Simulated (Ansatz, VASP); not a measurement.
Two plane-wave programs on Sn

The input INCAR:

```
SYSTEM = Sn
ALGO = Normal
EDIFF = 1E-6
ENCUT = 520
GGA = PS
ISIF = 2
ISMEAR = -1
LASPH = .True.
LCHARG = .False.
LREAL = .False.
LWAVE = .False.
NBANDS = 13
NELM = 60
PREC = Accurate
SIGMA = 0.1
```

KPOINTS

```
k-points
0
Gamma
  12 12 12
  0 0 0
```

POSCAR

```
Sn
1.0
   -1.7408085645      1.7902216076      2.3576680169
    1.7408085645     -1.7902216076      2.3576680169
    1.7408085645      1.7902216076     -2.3576680169
Sn
1
Direct
    0.0000000000      0.0000000000      0.0000000000
```

Input for Ansatz:

```yaml
crystal:
  lattice:
    - [-1.7408085644606954, 1.7902216076222397, 2.357668016904426]
    - [1.7408085644606954, -1.7902216076222397, 2.357668016904426]
    - [1.7408085644606954, 1.7902216076222397, -2.357668016904426]
  atoms:
    - { symbol: Sn, position: [0.0, 0.0, 0.0] }
basis:
  ecutwfc: 500.0
kpoints:
  mp_grid:
    grid: [12, 12, 12]
hamiltonian:
  xc: pbesol
scf:
  occupations:
    method: fermi_dirac
output:
  stress: true
```

Alike in both runs: task single point; functional PBEsol; k mesh 12 × 12 × 12; no spin polarisation.

```csv
,VASP,Ansatz
version,VASP 6.6.1,Ansatz 0.2.0
potentials or method,"VASP PAW PBE potentials, release 64 (Sn_d), cutoff 520 eV","plane waves, PAW"
occupations,"fermi-dirac, width 0.1 eV",fermi-dirac
valence electrons in the cell,14,14
```

|  | VASP | Ansatz | Ansatz less VASP |
| --- | --- | --- | --- |
| pressure (GPa) | -4.5 | -4.5 | +0.05 |
| traceless stress, the component that is largest in VASP (GPa) | 0.35 | 0.35 | -0.001 |

VASP's potentials were made for PBE, not for PBEsol.
